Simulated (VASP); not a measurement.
# Li27F28 (a cell with a defect) in VASP: a series of runs

Runs on Li27F28 (a cell with a defect). Level: PBEsol. Tasks: single point.

All numbers are computed with VASP 6.6.1; they aren't measurements. Logs are shortened: lines on timing, memory, paths and dates and some standing lists are left out, and cuts for length are marked.

**1. The cell of the first run**

The cell holds a defect, 55 atoms: a = 8.501 Å, b = 8.501 Å, c = 8.501 Å, α = 60.00°, β = 60.00°, γ = 60.00°.

**2. Single point, PBEsol, collinear spin**

The input, INCAR:

```
SYSTEM = Li27F28
PREC     = Accurate       ! precision mode
ENCUT    = 650            ! plane-wave cutoff, eV
EDIFF    = 1E-6           ! SCF threshold, eV
ISMEAR   = -1             ! smearing method
SIGMA    = 0.05           ! smearing width, eV
LREAL    = Auto         
LASPH    = .TRUE.         ! aspherical terms in the spheres
NELM     = 200            ! most SCF steps
ALGO     = Normal         ! electronic algorithm
ISIF     = 2              ! what is computed and relaxed
LWAVE    = .FALSE.        ! write WAVECAR
LCHARG   = .TRUE.         ! write CHGCAR
ISPIN    = 2              ! spin polarisation
MAGMOM   = 0.036 0.036 0.036 0.036 0.036 0.036 0.036 0.036 0.036 0.036 0.036 0.036 0.036 0.036 0.036 0.036 0.036 0.036 0.036 0.036 0.036 0.036 0.036 0.036 0.036 0.036 0.036 0.036 0.036 0.036 0.036 0.036 0.036 0.036 0.036 0.036 0.036 0.036 0.036 0.036 0.036 0.036 0.036 0.036 0.036 0.036 0.036 0.036 0.036 0.036 0.036 0.036 0.036 0.036 0.036 ! initial moments
LORBIT   = 11             ! projections on sites
GGA      = PS             ! functional
LELF     = .TRUE.         ! ELF
LVHAR    = .TRUE.       
NELECT   = 278.0        
ISYM     = -1           
NBANDS   = 176            ! bands
GGA_COMPAT= .FALSE.
```

The input, KPOINTS:

```
explicit points
1
Reciprocal
  0.25000000   0.25000000   0.25000000 1
```

The input, POSCAR:

```
Li27F28
1.0
    0.0000000000      6.0113880000      6.0113880000
    6.0113880000      0.0000000000      6.0113880000
    6.0113880000      6.0113880000      0.0000000000
F Li
28 27
Direct
    0.5005990000      0.1659200000      0.1685010000
    0.1665510000      0.4984890000      0.5028830000
    0.5035240000      0.8294800000      0.1682540000
    0.5026020000      0.1664480000      0.8342680000
    0.8256690000      0.5050050000      0.5001440000
    0.4951000000      0.8382280000      0.8359130000
    0.1687410000      0.4956910000      0.1715090000
    0.5017890000      0.1699290000      0.4998340000
    0.8365250000      0.5016920000      0.1638180000
    0.1640710000      0.4971380000      0.8415180000
    0.5008790000      0.8367700000      0.4984800000
    0.8295520000      0.5004380000      0.8365850000
    0.1653510000      0.1708820000      0.4976640000
    0.5020430000      0.5020910000      0.1654920000
    0.8344470000      0.1671280000      0.4977340000
    0.1666840000      0.8371540000      0.4956020000
    0.5050750000      0.4989910000      0.8325250000
    0.8382570000      0.8330870000      0.4986290000
    0.1705700000      0.1622880000      0.1641060000
    0.8380880000      0.1631520000      0.1628440000
    0.1641190000      0.8374480000      0.1666020000
    0.1677300000      0.1677050000      0.8322290000
    0.5005900000      0.4977280000      0.4982220000
    0.8320130000      0.8346480000      0.1655400000
    0.8310080000      0.1675640000      0.8371390000
    0.1681650000      0.8300630000      0.8387210000
    0.8334970000      0.8361760000      0.8349380000
    0.4168060000      0.4134880000      0.4201120000
    0.0017500000      0.9983130000      0.9987100000
    0.6656400000      0.9995820000      0.9977160000
    0.9983920000      0.6648220000      0.9975060000
    0.0006520000      0.9987170000      0.6694970000
    0.3353040000      0.3344310000      0.3321010000
    0.6700250000      0.6670420000      0.9990590000
    0.6684300000      0.0038660000      0.6639780000
    0.9976180000      0.6635680000      0.6686840000
    0.6691220000      0.6638630000      0.6679050000
    0.9989230000      0.0025200000      0.3318500000
    0.3298930000      0.3394820000      0.9982100000
    0.6689890000      0.9980820000      0.3345200000
    0.9964230000      0.6697640000      0.3323440000
    0.3323790000      0.3314430000      0.6718830000
    0.6654840000      0.6662730000      0.3300120000
    0.0017920000      0.3332280000      0.9973740000
    0.3365290000      0.0005270000      0.3344300000
    0.6704200000      0.3331540000      0.9955220000
    0.9988890000      0.3328890000      0.6682070000
    0.3359250000      0.6661820000      0.3316350000
    0.6640110000      0.3392990000      0.6667730000
    0.3326180000      0.0030050000      0.0003900000
    0.9962470000      0.3354010000      0.3338860000
    0.3309790000      0.6673570000      0.0010800000
    0.3333780000      0.9996370000      0.6664130000
    0.6615790000      0.3348330000      0.3336380000
    0.3320360000      0.6687040000      0.6633640000
```

Potentials or basis: VASP PAW PBE potentials, release 64 (F, Li_sv).

Run with:

```console
cat potpaw_PBE.64/F/POTCAR potpaw_PBE.64/Li_sv/POTCAR > POTCAR
mpirun -np 1 vasp_std > vasp.out
```

OUTCAR:

```text
SYSTEM = Li27F28
   PREC = Accurate
   ENCUT = 650
   EDIFF = 1E-6
   ISMEAR = -1
   LREAL = Auto
   LASPH = .TRUE.
   NELM = 200
   ISIF = 2
   ISPIN = 2
   LORBIT = 11
   GGA = PS
   NELECT = 278.0
   ISYM = -1

 ion  position               nearest neighbor table
   1  0.501  0.166  0.169-  45 1.98  33 2.00  40 2.01  46 2.03  30 2.03  39 2.05
   2  0.167  0.498  0.503-  28 1.74  36 1.99  47 2.00  42 2.01  33 2.01  48 2.03  41 2.05
   3  0.504  0.829  0.168-  43 1.95  48 1.99  34 1.99  30 2.00  45 2.03  50 2.04
   4  0.503  0.166  0.834-  30 1.96  42 2.00  35 2.00  50 2.00  49 2.01  39 2.03
   5  0.826  0.505  0.500-  37 1.96  49 1.97  43 1.99  41 2.02  51 2.02  47 2.05
   6  0.495  0.838  0.836-  50 1.98  53 1.99  52 2.01  34 2.03  35 2.04  37 2.06
   7  0.169  0.496  0.172-  33 1.97  39 1.98  51 2.00  52 2.01  41 2.01  31 2.07
   8  0.502  0.170  0.500-  28 1.69  54 1.95  35 1.99  42 2.01  33 2.01  40 2.03  53 2.04
   9  0.837  0.502  0.164-  31 1.95  51 1.98  43 1.99  34 1.99  44 2.01  54 2.06
  10  0.164  0.497  0.842-  39 1.94  31 1.95  44 1.96  42 2.02  36 2.04  55 2.04
  11  0.501  0.837  0.498-  45 1.97  40 1.98  53 1.99  55 2.03  37 2.03  43 2.04
  12  0.830  0.500  0.837-  46 1.96  37 1.98  34 1.98  36 1.99  44 2.00  47 2.02
  13  0.165  0.171  0.498-  47 2.00  51 2.00  33 2.01  45 2.01  53 2.02  32 2.03
  14  0.502  0.502  0.165-  28 1.77  54 1.97  48 1.99  34 2.00  33 2.01  52 2.02  46 2.04
  15  0.834  0.167  0.498-  35 1.98  51 1.98  38 1.99  54 2.03  32 2.03  49 2.05
  16  0.167  0.837  0.496-  38 1.99  55 2.00  45 2.00  48 2.01  32 2.02  36 2.06
  17  0.505  0.499  0.833-  49 1.96  46 1.97  37 1.98  39 2.01  52 2.03  55 2.06
  18  0.838  0.833  0.499-  36 1.98  41 1.98  38 1.98  40 2.00  35 2.02  37 2.03
  19  0.171  0.162  0.164-  50 1.94  38 1.99  44 2.02  45 2.02  39 2.02  51 2.06
  20  0.838  0.163  0.163-  29 1.98  38 1.98  44 2.01  40 2.01  46 2.01  54 2.06
  21  0.164  0.837  0.167-  38 1.99  29 1.99  50 2.01  41 2.02  52 2.02  48 2.03
  22  0.168  0.168  0.832-  42 1.97  44 1.99  47 2.00  50 2.00  53 2.01  29 2.02
  23  0.501  0.498  0.498-  28 1.71  54 1.97  48 1.99  49 2.00  43 2.00  42 2.01  55 2.02
  24  0.832  0.835  0.166-  41 1.99  40 2.00  29 2.00  30 2.01  43 2.01  31 2.03
  25  0.831  0.168  0.837-  46 1.95  29 2.00  47 2.00  30 2.00  32 2.02  49 2.03
  26  0.168  0.830  0.839-  52 1.95  29 1.97  53 2.01  31 2.02  32 2.02  55 2.03
  27  0.833  0.836  0.835-  30 1.96  31 1.97  32 1.98  34 2.00  35 2.02  36 2.04
  28  0.417  0.413  0.420-   8 1.69  54 1.70  23 1.71  33 1.73   2 1.74  42 1.75  48 1.75  14 1.77

  29  0.002  0.998  0.999-  26 1.97  20 1.98  21 1.99  25 2.00  24 2.00  22 2.02
  30  0.666  1.000  0.998-  27 1.96   4 1.96   3 2.00  25 2.00  24 2.01   1 2.03
  31  0.998  0.665  0.998-  10 1.95   9 1.95  27 1.97  26 2.02  24 2.03   7 2.07
  32  0.001  0.999  0.669-  27 1.98  16 2.02  25 2.02  26 2.02  13 2.03  15 2.03
  33  0.335  0.334  0.332-  28 1.73   7 1.97   1 2.00  13 2.01   8 2.01  14 2.01   2 2.01
  34  0.670  0.667  0.999-  12 1.98   9 1.99   3 1.99  27 2.00  14 2.00   6 2.03
  35  0.668  0.004  0.664-  15 1.98   8 1.99   4 2.00  27 2.02  18 2.02   6 2.04
  36  0.998  0.664  0.669-  18 1.98   2 1.99  12 1.99  27 2.04  10 2.04  16 2.06
  37  0.669  0.664  0.668-   5 1.96  17 1.98  12 1.98  11 2.03  18 2.03   6 2.06
  38  0.999  0.003  0.332-  20 1.98  18 1.98  21 1.99  15 1.99  16 1.99  19 1.99
  39  0.330  0.339  0.998-  10 1.94   7 1.98  17 2.01  19 2.02   4 2.03   1 2.05
  40  0.669  0.998  0.335-  11 1.98  24 2.00  18 2.00  20 2.01   1 2.01   8 2.03
[... 242 lines left out ...]
      5     -41.3809      1.00000
      6     -41.3721      1.00000
[... 143 lines left out ...]
    150      11.1021      0.00000
    151      11.2159      0.00000
 Fermi energy:         6.1925344891

 spin component 2

 k-point     1 :       0.2500    0.2500    0.2500
  band No.  band energies     occupation
      1     -41.6165      1.00000
      2     -41.5282      1.00000
      3     -41.4024      1.00000
      4     -41.3906      1.00000
      5     -41.3809      1.00000
      6     -41.3721      1.00000
[... 143 lines left out ...]
    150      11.1020      0.00000
    151      11.2159      0.00000
 [bands above 151 left out]

------------------------ aborting loop because EDIFF is reached ----------------------------------------

  FORCE on cell =-STRESS in cart. coord.  units (eV):
  Direction    XX          YY          ZZ          XY          YZ          ZX
  --------------------------------------------------------------------------------------
  -------------------------------------------------------------------------------------
  Total       29.8406025     30.1090777     30.1145090     -1.9051658     -0.1603547      1.1843351
  in kB      110.0433730    111.0334309    111.0534598     -7.0256916     -0.5913411      4.3674799
  external PRESSURE =     110.7100879 kB  Pullay stress =       0.0000000 kB

 VOLUME and BASIS-vectors are now :
 -----------------------------------------------------------------------------
  energy-cutoff  :      650.00
  volume of cell :      434.46
      direct lattice vectors                 reciprocal lattice vectors
     0.000000000  6.011388000  6.011388000    -0.083175466  0.083175466  0.083175466
     6.011388000  0.000000000  6.011388000     0.083175466 -0.083175466  0.083175466
     6.011388000  6.011388000  0.000000000     0.083175466  0.083175466 -0.083175466

 POSITION                                       TOTAL-FORCE (eV/Angst)
 -----------------------------------------------------------------------------------
      2.01033      4.02222      4.00670        -0.280819     -0.152808     -0.045282
      6.01964      4.02423      3.99781         6.053103     -5.947983     -5.912017
      5.99777      4.03832      8.01320         0.124005     -0.190407      0.319098
      6.01569      8.03644      4.02192         0.135636      0.165558     -0.071683
      6.04234      7.96998      7.99920        -0.166182      0.207845      0.098771
     10.06391      8.00124      8.01515        -0.138353      0.102325      0.057407
[... 47 lines left out ...]
      4.01844      5.98264      5.98982         0.032908     -0.082481     -0.072583
      8.00758      5.98374      6.01584        -0.455588      0.084013      0.086761
 -----------------------------------------------------------------------------------
    total drift:                                0.017118      0.025304     -0.004754

  FREE ENERGIE OF THE ION-ELECTRON SYSTEM (eV)
  ---------------------------------------------------
  free  energy   TOTEN  =      -256.1637795675 eV

  energy  without entropy=     -256.1637795675  energy(sigma->0) =     -256.16377957

 total charge

# of ion       s       p       d       tot
------------------------------------------
    1        1.721   4.405   0.000   6.126
    2        1.745   4.397   0.000   6.142
    3        1.722   4.410   0.000   6.131
    4        1.721   4.409   0.000   6.130
    5        1.722   4.408   0.000   6.130
    6        1.722   4.402   0.000   6.124
[... 47 lines left out ...]
   54        2.028   0.084   0.000   2.112
   55        2.017   0.055   0.000   2.073
--------------------------------------------------
tot        102.909 125.221   0.000 228.130

 magnetization (x)

# of ion       s       p       d       tot
------------------------------------------
    1        0.000   0.000   0.000   0.000
    2        0.000   0.000   0.000   0.000
    3       -0.000   0.000   0.000   0.000
    4       -0.000   0.000   0.000   0.000
    5       -0.000   0.000   0.000   0.000
    6       -0.000   0.000   0.000   0.000
[... 47 lines left out ...]
   54       -0.000  -0.000   0.000  -0.000
   55       -0.000  -0.000   0.000  -0.000
--------------------------------------------------
tot         -0.000   0.000   0.000   0.000
```

Run time: 8.5 min. Hardware: 1 thread of Intel Xeon 6975P-C (Granite Rapids), shared host; peak memory 1 GiB.

Results:

| Item | Value |
| --- | --- |
| Free energy | -256.1638 eV |
| Largest force | 12.097 eV/Å |
| Net moment | 0.00 μB per cell |
| Valence electrons inside the program's atomic spheres | F 6.13, 6.14, 6.12, 6.15, 6.38 (each value once); Li 2.08, 2.07, 2.11, 2.10 (each value once) |

Forces on the atoms (eV/Å):
```
F   -0.281 -0.153 -0.045
F    6.053 -5.948 -5.912
F    0.124 -0.190  0.319
F    0.136  0.166 -0.072
F   -0.166  0.208  0.099
F   -0.138  0.102  0.057
F   -0.067 -0.490 -0.006
F   -7.060  7.042 -6.848
F   -0.114  0.091  0.150
F    0.125 -0.114  0.151
F    0.014 -0.028 -0.191
F   -0.088  0.086  0.203
F   -0.056  0.056 -0.454
F   -5.290 -5.347  5.431
F    0.015  0.318  0.121
F    0.361  0.219 -0.033
F    0.108 -0.196 -0.172
F    0.093 -0.026 -0.123
F    0.211 -0.055  0.102
F   -0.045  0.026  0.109
F   -0.089 -0.174 -0.002
F    0.092  0.005 -0.295
F    6.649  6.441  6.623
F   -0.133  0.045  0.037
F   -0.287  0.000  0.090
F   -0.105 -0.300 -0.032
F   -0.164  0.021  0.029
F    0.138 -2.308  0.474
Li   0.173  0.097  0.024
Li   0.224  0.039 -0.027
Li   0.143  0.185 -0.001
Li  -0.078 -0.186  0.119
Li   0.194  0.200  0.154
Li   0.063 -0.129 -0.560
Li  -0.024 -0.488 -0.092
Li  -0.484 -0.088  0.136
Li   0.112 -0.137  0.041
Li  -0.062  0.045 -0.062
Li  -0.048  0.268  0.013
Li   0.449 -0.069  0.026
Li  -0.017  0.514  0.021
Li  -0.391 -0.341  0.304
Li   0.106  0.086 -0.384
Li   0.025  0.000 -0.166
Li  -0.031 -0.041  0.014
Li   0.555  0.068 -0.140
Li  -0.050 -0.038  0.515
Li  -0.258  0.180 -0.332
Li  -0.115 -0.423 -0.046
Li  -0.168  0.042 -0.077
Li   0.023  0.079  0.024
Li   0.019  0.556  0.106
Li   0.027  0.082  0.562
Li   0.033 -0.082 -0.073
Li  -0.456  0.084  0.087
```

Caveat: the cell carries a net charge on a neutralising background, which shifts energy and pressure; the cell is charged against a uniform background, so pressure and absolute levels hang on convention; the PAW data sets were made with another functional, which shifts forces and pressure a little.

**3. Single point, PBEsol, collinear spin**

The input, INCAR:

```
SYSTEM = Li27F28
ALGO = Normal
EDIFF = 1E-6
ENCUT = 650
GGA = PS
GGA_COMPAT = .FALSE.
ISIF = 2
ISMEAR = -1
ISPIN = 2
ISYM = -1
LASPH = .TRUE.
LCHARG = .FALSE.
LORBIT = 11
LREAL = Auto
LWAVE = .FALSE.
MAGMOM = 0.018 0.018 0.018 0.018 0.018 0.018 0.018 0.018 0.018 0.018 0.018 0.018 0.018 0.018 0.018 0.018 0.018 0.018 0.018 0.018 0.018 0.018 0.018 0.018 0.018 0.018 0.018 0.018 0.018 0.018 0.018 0.018 0.018 0.018 0.018 0.018 0.018 0.018 0.018 0.018 0.018 0.018 0.018 0.018 0.018 0.018 0.018 0.018 0.018 0.018 0.018 0.018 0.018 0.018 0.018
NBANDS = 176
NELECT = 278.0
NELM = 200
PREC = Accurate
SIGMA = 0.05
```

KPOINTS is that of step 2.

POSCAR is that of step 2.

Potentials or basis: VASP PAW PBE potentials, release 64 (F, Li_sv).

Run with:

```console
cat potpaw_PBE.64/F/POTCAR potpaw_PBE.64/Li_sv/POTCAR > POTCAR
mpirun -np 1 vasp_std > vasp.out
```

It took 7.6 min on 1 thread of Intel Xeon 6975P-C (Granite Rapids), shared host; peak memory 1 GiB.

Results (log left out):

```
Free energy                                           : -256.1638 eV
Largest force                                         : 12.097 eV/Å
Net moment                                            : 0.00 μB per cell
Valence electrons inside the program's atomic spheres : F 6.13, 6.14, 6.12, 6.15, 6.38 (each value once); Li 2.08, 2.07, 2.11, 2.10 (each value once)
```

Forces in eV/Å, atoms in the order of the input:
```
F   -0.281 -0.153 -0.045
F    6.053 -5.948 -5.912
F    0.124 -0.190  0.319
F    0.136  0.166 -0.072
F   -0.166  0.208  0.099
F   -0.138  0.102  0.057
F   -0.067 -0.490 -0.006
F   -7.060  7.042 -6.848
F   -0.114  0.091  0.150
F    0.125 -0.114  0.151
F    0.014 -0.028 -0.191
F   -0.088  0.086  0.203
F   -0.056  0.056 -0.454
F   -5.290 -5.347  5.431
F    0.015  0.318  0.121
F    0.361  0.219 -0.033
F    0.108 -0.196 -0.172
F    0.093 -0.026 -0.123
F    0.211 -0.055  0.102
F   -0.045  0.026  0.109
F   -0.089 -0.174 -0.002
F    0.092  0.005 -0.295
F    6.649  6.441  6.623
F   -0.133  0.045  0.037
F   -0.287  0.000  0.090
F   -0.105 -0.300 -0.032
F   -0.164  0.021  0.029
F    0.138 -2.308  0.474
Li   0.173  0.097  0.024
Li   0.224  0.039 -0.027
Li   0.143  0.185 -0.001
Li  -0.078 -0.186  0.119
Li   0.194  0.200  0.154
Li   0.063 -0.129 -0.559
Li  -0.024 -0.488 -0.092
Li  -0.484 -0.088  0.136
Li   0.112 -0.137  0.041
Li  -0.062  0.044 -0.062
Li  -0.048  0.268  0.013
Li   0.449 -0.069  0.026
Li  -0.017  0.514  0.021
Li  -0.391 -0.341  0.304
Li   0.106  0.086 -0.384
Li   0.025  0.000 -0.166
Li  -0.031 -0.041  0.014
Li   0.555  0.068 -0.140
Li  -0.050 -0.038  0.515
Li  -0.258  0.180 -0.332
Li  -0.115 -0.423 -0.046
Li  -0.168  0.042 -0.077
Li   0.023  0.079  0.024
Li   0.019  0.556  0.106
Li   0.027  0.082  0.562
Li   0.033 -0.082 -0.073
Li  -0.456  0.084  0.087
```

Levels at points of the mesh, in eV from the Fermi level:
Spin up:
| k point | band 135 | band 136 | band 137 | band 138 | band 139 | band 140 | band 141 | band 142 | band 143 | band 144 |
| --- | --- | --- | --- | --- | --- | --- | --- | --- | --- | --- |
| (0.25, 0.25, 0.25) | -6.46 | -5.56 | -1.70 | -1.48 | -1.24 | 2.03 | 3.07 | 3.47 | 3.48 | 3.55 |
Spin down:
| k point | band 135 | band 136 | band 137 | band 138 | band 139 | band 140 | band 141 | band 142 | band 143 | band 144 |
| --- | --- | --- | --- | --- | --- | --- | --- | --- | --- | --- |
| (0.25, 0.25, 0.25) | -6.46 | -5.56 | -1.70 | -1.48 | -1.24 | 2.03 | 3.07 | 3.47 | 3.48 | 3.55 |

Caveat: the cell carries a net charge on a neutralising background, which shifts energy and pressure; the cell is charged against a uniform background, so pressure and absolute levels hang on convention; the PAW data sets were made with another functional, which shifts forces and pressure a little.
